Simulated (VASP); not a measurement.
# Ti (Im-3m) in VASP: notebook, part 2 of 2

VASP 6.6.1.

**4. Relaxation of cell and atoms, PBEsol**

This run uses another cell than the first one, of 16.54 Å³/atom.

Contents of INCAR:

```
ALGO     = Normal         # electronic algorithm
EDIFF    = 1E-6           # SCF threshold, eV
EDIFFG   = -0.001         # ionic threshold
ENCUT    = 600            # plane-wave cutoff, eV
GGA      = PS             # functional
IBRION   = 2              # ionic algorithm
ISIF     = 3              # what is computed and relaxed
ISMEAR   = -1             # smearing method
LASPH    = T              # aspherical terms in the spheres
LCHARG   = F              # write CHGCAR
LREAL    = F              # projectors in reciprocal space
LWAVE    = F              # write WAVECAR
NELM     = 100            # most SCF steps
NSW      = 80             # ionic steps
PREC     = Accurate       # precision mode
SIGMA    = 0.15           # smearing width, eV
```

Contents of KPOINTS:

```
k-points
0
Gamma
  20 20 20
```

Contents of POSCAR:

```
Ti
1.0
   -1.6051160624      1.6051160624      1.6051160624
    1.6051160624     -1.6051160624      1.6051160624
    1.6051160624      1.6051160624     -1.6051160624
Ti
1
Direct
    0.0000000000      0.0000000000      0.0000000000
```

Potentials or basis: VASP PAW PBE potentials, release 64 (Ti_sv).

Command:

```
$ cat potpaw_PBE.64/Ti_sv/POTCAR > POTCAR
$ mpirun -np 1 vasp_std > vasp.out
```

OUTCAR:

```text
EDIFF = 1E-6
   EDIFFG = -0.001
   ENCUT = 600
   GGA = PS
   IBRION = 2
   ISIF = 3
   ISMEAR = -1
   LASPH = T
   LREAL = F
   NELM = 100
   NSW = 80
   PREC = Accurate

 ion  position               nearest neighbor table
   1  0.000  0.000  0.000-

  LATTYP: Found a body centered cubic cell.
 ALAT       =     3.2102321248

  Lattice vectors:

 A1 = (  -1.6051160624,   1.6051160624,   1.6051160624)
 A2 = (   1.6051160624,  -1.6051160624,   1.6051160624)
 A3 = (   1.6051160624,   1.6051160624,  -1.6051160624)

Analysis of symmetry for initial positions (statically):
=====================================================================
 Subroutine PRICEL returns:
 Original cell was already a primitive cell.

 Routine SETGRP: Setting up the symmetry group for a
 body centered cubic supercell.

 Subroutine GETGRP returns: Found 48 space group operations
 (whereof 48 operations were pure point group operations)
 out of a pool of 48 trial point group operations.

The static configuration has the point symmetry O_h .

Analysis of symmetry for dynamics (positions and initial velocities):
=====================================================================
 Subroutine PRICEL returns:
 Original cell was already a primitive cell.

 Routine SETGRP: Setting up the symmetry group for a
 body centered cubic supercell.

 Subroutine GETGRP returns: Found 48 space group operations
 (whereof 48 operations were pure point group operations)
 out of a pool of 48 trial point group operations.

The dynamic configuration has the point symmetry O_h .

 Subroutine INISYM returns: Found 48 space group operations
 (whereof 48 operations are pure point group operations),
 and found     1 'primitive' translations

----------------------------------------------------------------------------------------

[... 135 lines left out ...]
  ext. energy  EPLUGINS =         0.00000000
  ---------------------------------------------------
  free energy    TOTEN  =        -8.31586739 eV

  energy without entropy =       -8.15739269  energy(sigma->0) =       -8.23663004

------------------------ aborting loop because EDIFF is reached ----------------------------------------

  FORCE on cell =-STRESS in cart. coord.  units (eV):
  Direction    XX          YY          ZZ          XY          YZ          ZX
  --------------------------------------------------------------------------------------
  -------------------------------------------------------------------------------------
  Total        0.0722307      0.0722307      0.0722307     -0.0000000     -0.0000000      0.0000000
  in kB        6.9960538      6.9960538      6.9960538     -0.0000000     -0.0000000      0.0000000
  external PRESSURE =       6.9960538 kB  Pullay stress =       0.0000000 kB
[... 86 lines left out ...]
  FREE ENERGIE OF THE ION-ELECTRON SYSTEM (eV)
  ---------------------------------------------------
  free  energy   TOTEN  =        -8.3160684431 eV

  energy  without entropy=       -8.1564773834  energy(sigma->0) =       -8.23627291

[... ionic steps 4 to 11 ...]

--------------------------------------- Ionic step       12  -------------------------------------------

 number of electron      11.9999999 magnetization

------------------------ aborting loop because EDIFF is reached ----------------------------------------
[... 65 lines left out ...]
--------------------------------------- Ionic step       14  -------------------------------------------

 number of electron      11.9999999 magnetization

 Free energy of the ion-electron system (eV)
  ---------------------------------------------------
  ext. energy  EPLUGINS =         0.00000000
  ---------------------------------------------------
  free energy    TOTEN  =        -8.31606764 eV

  energy without entropy =       -8.15637139  energy(sigma->0) =       -8.23621951

 E-fermi :   8.4049     XC(G=0): -11.8350

 val. band max:        8.3985236844   @ k =  -0.3000   0.3500   0.1000
 cond. band min:       8.4068869668   @ k =   0.2500   0.1000   0.0500
 fundamental gap:      0.0083632825
 Fermi energy:         8.4048885096

 k-point     1 :       0.0000    0.0000    0.0000
  band No.  band energies     occupation
      1     -47.8058      2.00000
      2     -23.7035      2.00000
      3     -23.7035      2.00000
      4     -23.7035      2.00000
      5       2.3609      2.00000
      6       9.4272      0.00219
      7       9.4272      0.00219
      8       9.4272      0.00219
      9      11.2951      0.00000
     10      11.2951      0.00000
[... 287 lines left out ...]
 k-point    24 :       0.2500    0.1000    0.0000
  band No.  band energies     occupation
      1     -47.6957      2.00000
      2     -24.2313      2.00000
      3     -23.8728      2.00000
      4     -23.7335      2.00000
      5       5.1353      2.00000
      6       8.3836      1.07076
      7       8.5806      0.47311
      8      10.9379      0.00000
      9      11.5772      0.00000
     10      11.7603      0.00000

 [... further k-points ...]
[... 5 lines left out ...]
  --------------------------------------------------------------------------------------
  -------------------------------------------------------------------------------------
  Total       -0.0007726     -0.0007726     -0.0007726     -0.0000000     -0.0000000      0.0000000
  in kB       -0.0743575     -0.0743575     -0.0743575     -0.0000000     -0.0000000      0.0000000
  external PRESSURE =      -0.0743575 kB  Pullay stress =       0.0000000 kB
[... 16 lines left out ...]
  FREE ENERGIE OF THE ION-ELECTRON SYSTEM (eV)
  ---------------------------------------------------
  free  energy   TOTEN  =        -8.3160676368 eV

  energy  without entropy=       -8.1563713901  energy(sigma->0) =       -8.23621951

 reached required accuracy - stopping structural energy minimisation
```

OSZICAR:

```text
N       E                     dE             d eps       ncg     rms          rms(c)
DAV:   1     0.817455932928E+02    0.81746E+02   -0.75474E+03  5120   0.161E+03
DAV:   2    -0.492719547126E+01   -0.86673E+02   -0.85392E+02  5248   0.332E+02
DAV:   3    -0.922890307996E+01   -0.43017E+01   -0.42316E+01  6906   0.763E+01
DAV:   4    -0.938551900131E+01   -0.15662E+00   -0.15627E+00  6078   0.118E+01
[... 91 lines left out ...]
DAV:   1    -0.831611368651E+01   -0.45278E-04   -0.10576E-03  5154   0.515E-01    0.603E-02
DAV:   2    -0.831606575357E+01    0.47933E-04   -0.18637E-04  5490   0.192E-01    0.114E-02
DAV:   3    -0.831606549016E+01    0.26341E-06   -0.15227E-05  6922   0.302E-02    0.431E-03
DAV:   4    -0.831606671438E+01   -0.12242E-05   -0.25040E-06  5568   0.935E-03    0.313E-03
DAV:   5    -0.831606763676E+01   -0.92238E-06   -0.28836E-06  6014   0.875E-03
  14 F= -.83160676E+01 E0= -.82362195E+01  d E =0.618708E-06
```

CONTCAR:

```text
Ti
   1.00000000000000
    -1.6085268591233433    1.6085268591233435    1.6085268591233435
     1.6085268591233433   -1.6085268591233435    1.6085268591233435
     1.6085268591233433    1.6085268591233435   -1.6085268591233435
  Ti
     1
Direct
     0.0000000000000000    0.0000000000000000    0.0000000000000000

  0.00000000E+00  0.00000000E+00  0.00000000E+00
```

It took 4.2 min on 1 thread of Intel Xeon 8259CL, shared host; peak memory 0.2 GiB.

Results:

```yaml
Free_energy: -8.3161 eV
Relaxed_volume: 16.65 Å³/atom
Relaxed_cell: a = 2.786 Å, b = 2.786 Å, c = 2.786 Å, α = 109.47°, β = 109.47°, γ = 109.47°
Space_group_after_relaxing_to_0.1_Å: Im-3m (No. 229)
Energy_gained_by_relaxing: 0.2 meV/atom
Ionic_steps: 14
Pressure_after_relaxing: 0.0 GPa
Band_gap_on_the_k_mesh: zero (bands 6 and 7 overlap by 1.72 eV)
```

Step by step:
```tsv
step	energy change (eV)	largest force (eV/Å)	pressure (GPa)	volume (Å³)
1	0.0000	0.0000	0.70	16.54
2	-0.0001	0.0000	-0.48	16.72
3	-0.0002	0.0000	0.01	16.64
4	-0.0002	0.0000	0.01	16.64
5	-0.0002	0.0000	-0.16	16.68
6	-0.0002	0.0000	-0.03	16.64
7	-0.0002	0.0000	-0.03	16.64
8	-0.0002	0.0000	0.11	16.62
9	-0.0002	0.0000	0.09	16.63
10	-0.0002	0.0000	0.06	16.63
11	-0.0002	0.0000	0.07	16.64
12	-0.0002	0.0000	0.06	16.64
13	-0.0002	0.0000	0.05	16.64
14	-0.0002	0.0000	-0.01	16.65
```

Final structure:
```xyz
1
Lattice="-1.6085 1.6085 1.6085 1.6085 -1.6085 1.6085 1.6085 1.6085 -1.6085" Properties=species:S:1:pos:R:3 pbc="T T T"
Ti    0.0000    0.0000    0.0000
```

Caveat: the PAW data sets were made with another functional, which shifts forces and pressure a little. Zero-point motion and thermal expansion aren't in these numbers.

**5. Relaxation of cell and atoms, PBEsol, target pressure 3 GPa, at which the enthalpy is minimised**

Contents of INCAR:

```
SYSTEM = Ti
  ALGO = Normal
  EDIFF = 1E-6
  EDIFFG = -0.001
  ENCUT = 600
  GGA = PS
  IBRION = 2
  ISIF = 3
  ISMEAR = -1
  LASPH = .True.
  LCHARG = .False.
  LREAL = .False.
  LWAVE = .False.
  NELM = 100
  NSW = 80
  PREC = Accurate
  PSTRESS = 30.0
  SIGMA = 0.15
```

Contents of KPOINTS:

```
k-points
0
Gamma
  20 20 20
  0 0 0
```

Contents of POSCAR:

```
Ti
1.0
   -1.6096527861      1.6096527861      1.6096527861
    1.6096527861     -1.6096527861      1.6096527861
    1.6096527861      1.6096527861     -1.6096527861
Ti
1
Direct
    0.0000000000      0.0000000000      0.0000000000
```

Command:

```
$ cat potpaw_PBE.64/Ti_sv/POTCAR > POTCAR
$ mpirun -np 1 vasp_std > vasp.out
```

It took 13 min on 1 thread of Intel Xeon 8259CL, shared host; peak memory 0.22 GiB.

The run converged. Its results:

```
Free energy                                                : -8.3122 eV
Relaxed volume                                             : 16.21 Å³/atom
Relaxed cell                                               : a = 2.762 Å, b = 2.762 Å, c = 2.762 Å, α = 109.47°, β = 109.47°, γ = 109.47°
Space group after relaxing (to 0.1 Å)                      : Im-3m (No. 229)
Energy change on relaxing (the run minimises the enthalpy) : +3.9 meV/atom
Ionic steps                                                : 69
Pressure after relaxing                                    : 3.0 GPa
Band gap on the k mesh                                     : zero (bands 6 and 7 overlap by 1.76 eV)
```

The path:
```csv
step,energy change (eV),largest force (eV/Å),pressure (GPa),volume (Å³)
1,0.0000,0.0000,-0.23,16.68
3,0.0039,0.0000,3.02,16.21
5,0.0038,0.0000,2.94,16.22
7,0.0038,0.0000,2.94,16.22
9,0.0038,0.0000,2.94,16.22
11,0.0038,0.0000,2.94,16.22
13,0.0038,0.0000,2.94,16.22
15,0.0038,0.0000,2.93,16.22
17,0.0039,0.0000,2.94,16.21
19,0.0041,0.0000,3.05,16.20
21,0.0040,0.0000,3.08,16.21
23,0.0039,0.0000,3.06,16.21
25,0.0039,0.0000,3.04,16.21
27,0.0037,0.0000,2.96,16.22
29,0.0038,0.0000,2.92,16.21
31,0.0039,0.0000,2.94,16.21
33,0.0040,0.0000,2.96,16.21
35,0.0040,0.0000,3.09,16.20
37,0.0040,0.0000,3.08,16.21
39,0.0039,0.0000,3.04,16.21
41,0.0037,0.0000,2.92,16.22
43,0.0038,0.0000,2.89,16.21
45,0.0039,0.0000,2.93,16.21
47,0.0041,0.0000,3.06,16.20
49,0.0040,0.0000,3.09,16.21
51,0.0040,0.0000,3.07,16.21
53,0.0039,0.0000,3.03,16.21
55,0.0038,0.0000,2.92,16.22
57,0.0039,0.0000,2.92,16.21
59,0.0039,0.0000,2.95,16.21
61,0.0040,0.0000,3.05,16.21
63,0.0039,0.0000,3.06,16.21
65,0.0039,0.0000,3.03,16.21
67,0.0039,0.0000,3.01,16.21
69,0.0039,0.0000,3.00,16.21
```

Final structure:
```
Ti
1.0
    -1.59438    1.59438    1.59438
     1.59438   -1.59438    1.59438
     1.59438    1.59438   -1.59438
Ti
1
Direct
  0.00000 0.00000 0.00000
```

Levels at points of the mesh, in eV from the Fermi level:
```tsv
k point	band 3	band 4	band 5	band 6	band 7	band 8	band 9	band 10
(0.00, 0.00, 0.00)	-32.02	-32.02	-6.10	1.05	1.05	1.05	2.98	2.98
(0.50, 0.00, 0.00)	-32.28	-32.03	-2.63	-0.48	1.38	2.98	3.36	4.68
(0.50, 0.50, 0.50)	-32.60	-32.60	-2.35	-2.35	4.29	4.29	4.29	8.93
```

Caveat: the cell is relaxed towards a set pressure, so the run minimises the enthalpy, not the energy; the PAW data sets were made with another functional, which shifts forces and pressure a little.

**6. The runs side by side**

```csv
task,cell,cutoff (eV),gap on the mesh (eV),pressure (GPa)
single point,"a = 2.788 Å, angles 109.5°, 1 atom",520,none,-0.3
single point,"a = 2.806 Å, angles 109.5°, 1 atom",520,none,-2.4
relaxation of cell and atoms,"relaxed from a = 2.780 Å, angles 109.5°, 1 atom",600,none,0.0
relaxation of cell and atoms,"relaxed to 3 GPa from a = 2.788 Å, angles 109.5°, 1 atom",600,none,3.0
```

Alike in all rows: level PBEsol; potentials or basis VASP PAW PBE potentials, release 64 (Ti_sv); no spin polarisation; k mesh 20 × 20 × 20; smearing fermi-dirac 0.15 eV.

Caveats: the PAW data sets were made with another functional, which shifts forces and pressure a little; the cell is relaxed towards a set pressure, so the run minimises the enthalpy, not the energy (at least some runs).

Absolute energies hang on the potentials; compare differences alone.
